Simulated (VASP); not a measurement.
The system is Mg2C.

```xyz
3
Lattice="0.0000 2.6624 2.7109 2.6624 0.0000 2.7109 2.6624 2.6624 0.0000" Properties=species:S:1:pos:R:3 pbc="T T T"
C     0.0000    0.0000    0.0000
Mg    1.3312    1.3312    1.3555
Mg    3.9936    3.9936    4.0664
```

This cell differs from its parent crystal: epitaxial xy strain -1.8%.

Base run:

```yaml
Program: VASP 6.6.1
Functional: PBE
Potentials_or_basis: VASP PAW PBE potentials, release 64 (C, Mg)
Cutoff: 520 eV
k_mesh: 8 × 8 × 8
Occupations: fermi-dirac, width 0.02 eV
Spin: no spin polarisation
```

Its results: band gap on the k mesh 0.69 eV, indirect (least direct gap 1.70 eV); pressure 5.7 GPa.

Task: The run is repeated on the same cell with these changes: functional from PBE to r2SCAN; occupations from fermi-dirac, width 0.02 eV to gaussian, width 0.01 eV. What comes out?

Result: Band gap on the k mesh 1.07 eV, indirect (least direct gap 2.17 eV); pressure 3.4 GPa.

Caveats: the PAW data sets were made with another functional, which shifts forces and pressure a little (some runs).

A k mesh can miss the band edges.
